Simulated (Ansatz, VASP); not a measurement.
# One calculation of As, two programs

INCAR

```
SYSTEM = As
PREC     = Accurate       ! precision mode
ENCUT    = 400            ! plane-wave cutoff, eV
EDIFF    = 1E-6           ! SCF threshold, eV
ISMEAR   = 0              ! smearing method
SIGMA    = 0.04           ! smearing width, eV
LREAL    = .False.        ! projectors in reciprocal space
LASPH    = .True.         ! aspherical terms in the spheres
NELM     = 120            ! most SCF steps
ALGO     = Normal         ! electronic algorithm
ISIF     = 2              ! what is computed and relaxed
LWAVE    = .False.        ! write WAVECAR
LCHARG   = .False.        ! write CHGCAR
LDIPOL   = .True.       
IDIPOL   = 3            
DIPOL    = 0.5 0.5 0.627
GGA      = PE             ! functional
IVDW     = 12             ! dispersion correction
NBANDS   = 12             ! bands
GGA_COMPAT= .False.      
NELMDL   = -8
```

File KPOINTS:

```
regular mesh
0
Gamma
  12 12 1
  0 0 0
```

The input POSCAR:

```
As
1.0
    3.5708955070      0.0000000000      0.0000000000
   -1.7854477535      3.0924862233      0.0000000000
    0.0000000000      0.0000000000     22.2200000000
As
2
Direct
    0.0000000000      0.0000000000      0.5957884090
    0.6666666667      0.3333333333      0.6586531760
```

Input for Ansatz:

```yaml
crystal:
  lattice:
    - [3.570895507, 0.0, 0.0]
    - [-1.7854477535, 3.0924862233, 0.0]
    - [0.0, 0.0, 22.22]
  atoms:
    - { symbol: As, position: [0.0, 0.0, 0.595788409] }
    - { symbol: As, position: [0.6666666667, 0.3333333333, 0.658653176] }
basis:
  ecutwfc: 420
kpoints:
  mp_grid: { grid: [12, 12, 1] }
hamiltonian:
  xc: pbe
  dispersion: d3bj
  pseudopotentials: { kind: paw, azcp: { folder: soft_1 } }
scf:
  occupations: { method: gaussian, width: 0.04 }
  n_extra_bands: 6
  max_iter: 160
output:
  forces: true
  eigenvalues: true
  write_density: true
  write_potential: true
  elf: true
  volumetric_format: npy
efield:
  axis: 3
  dipole_correction: true
```

Alike in both runs: task single point; functional PBE; dispersion D3(BJ); k mesh 12 × 12 × 1; occupations gaussian, width 0.04 eV; no spin polarisation.

|  | VASP | Ansatz |
| --- | --- | --- |
| version | VASP 6.6.1 | Ansatz 0.2.0 |
| potentials or method | VASP PAW PBE potentials, release 64 (As), cutoff 400 eV | scalar-relativistic, plane waves, PAW |
| valence electrons in the cell | 10 | 30 |

Ansatz gave:

| Quantity | Value |
| --- | --- |
| gap on the k mesh at the Fermi level (eV) | 1.55 |
| least direct gap on the mesh (eV) | 2.05 |
| rms of the force components (eV/Å) | 0.012 |

Q: Which values does VASP return?

A: gap on the k mesh at the Fermi level (eV): 1.55; least direct gap on the mesh (eV): 2.04; rms of the force components (eV/Å): 0.063.

Atom by atom the forces differ by 0.051 eV/Å (rms over components). VASP's potentials hold 10 valence electrons a cell and Ansatz's 30, so a difference there can come from the potentials and not from the codes.
